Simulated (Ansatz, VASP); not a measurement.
**Two plane-wave programs on Au**

```
Au
1.0
     2.91713    0.00000    0.00000
    -1.45857    2.52631    0.00000
     0.00000    0.00000    4.88905
Au
2
Direct
  0.00000 0.00000 0.00000
  0.33333 0.66667 0.50000
```

Alike in both runs: functional PBE; k mesh 18 × 18 × 10; occupations gaussian, width 0.1 eV; no spin polarisation.

Ansatz relaxed the structure, and its values are those at the end. VASP's run is a single point on that final structure, the one shown.

```csv
,VASP,Ansatz
version,VASP 6.6.1,Ansatz 0.2.0
potentials or method,"VASP PAW PBE potentials, release 64 (Au), cutoff 520 eV","scalar-relativistic, plane waves, PAW"
valence electrons in the cell,22,38
```

VASP gave:

- gap on the k mesh at the Fermi level (eV): none
- pressure (GPa): -0.1

Question: Estimate Ansatz's values.

Answer: gap on the k mesh at the Fermi level (eV): none; pressure (GPa): 0.0.

A gap of «none» marks a metal or a gap that the smearing closes. With one functional, cell and mesh, what is left measures potentials, basis and numerics. VASP's potentials hold 22 valence electrons a cell and Ansatz's 38, so a difference there can come from the potentials and not from the codes.

Neither program's run includes spin-orbit coupling.
